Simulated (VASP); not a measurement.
Set up this calculation in VASP 6.6.1, as the native input.

- Task: single point
- Functional: LDA
- Potentials or basis: VASP PAW LDA potentials, release 64 (Na_pv, H)
- Cutoff: 520 eV
- k mesh: 12 × 12 × 12
- Occupations: gaussian, width 0.05 eV
- Spin: no spin polarisation
- Dipole correction: no
- Further INCAR settings: ALGO = Normal; EDIFF = 1e-06; NBANDS = 11

The structure of NaH lies in POSCAR:

```
NaH
1.0
    2.9551240000      0.0000000000      0.0000000000
    0.0000000000      2.9551240000      0.0000000000
    0.0000000000      0.0000000000      3.0068386700
Na H
1 1
Direct
    0.0000000000      0.0000000000      0.0000000000
    0.5000000000      0.5000000000      0.5000000000
```

This cell differs from its parent crystal: strain +0.0175 x Voigt [0, 0, 1, 0, 0, 0].

The input as run:

INCAR

```
SYSTEM = NaH
PREC     = Accurate       ! precision mode
ENCUT    = 520            ! plane-wave cutoff, eV
EDIFF    = 1E-6           ! SCF threshold, eV
ISMEAR   = 0              ! smearing method
SIGMA    = 0.05           ! smearing width, eV
LREAL    = .FALSE.        ! projectors in reciprocal space
LASPH    = .TRUE.         ! aspherical terms in the spheres
NELM     = 80             ! most SCF steps
ALGO     = Normal         ! electronic algorithm
ISIF     = 2              ! what is computed and relaxed
LWAVE    = .FALSE.        ! write WAVECAR
LCHARG   = .TRUE.         ! write CHGCAR
LELF     = .TRUE.         ! ELF
LVHAR    = .TRUE.       
NBANDS   = 11             ! bands
```

KPOINTS

```
regular mesh
0
G
  12 12 12
  0 0 0
```

Potentials or basis: VASP PAW LDA potentials, release 64 (Na_pv, H).

Command:

```sh
$ cat potpaw_LDA.64/Na_pv/POTCAR potpaw_LDA.64/H/POTCAR > POTCAR
$ mpirun -np 1 vasp_std > vasp.out
```

It gave:

```json
{"Pressure": "-2.4 GPa", "Band gap on the k mesh": "0.48 eV (least direct gap 4.06 eV)"}
```

Caveat: the cell differs from its parent crystal (strain +0.0175 x Voigt [0, 0, 1, 0, 0, 0]).

It took 32 s on 1 thread of Intel Xeon 8259CL, with other jobs on the host, peak memory 0.16 GiB.
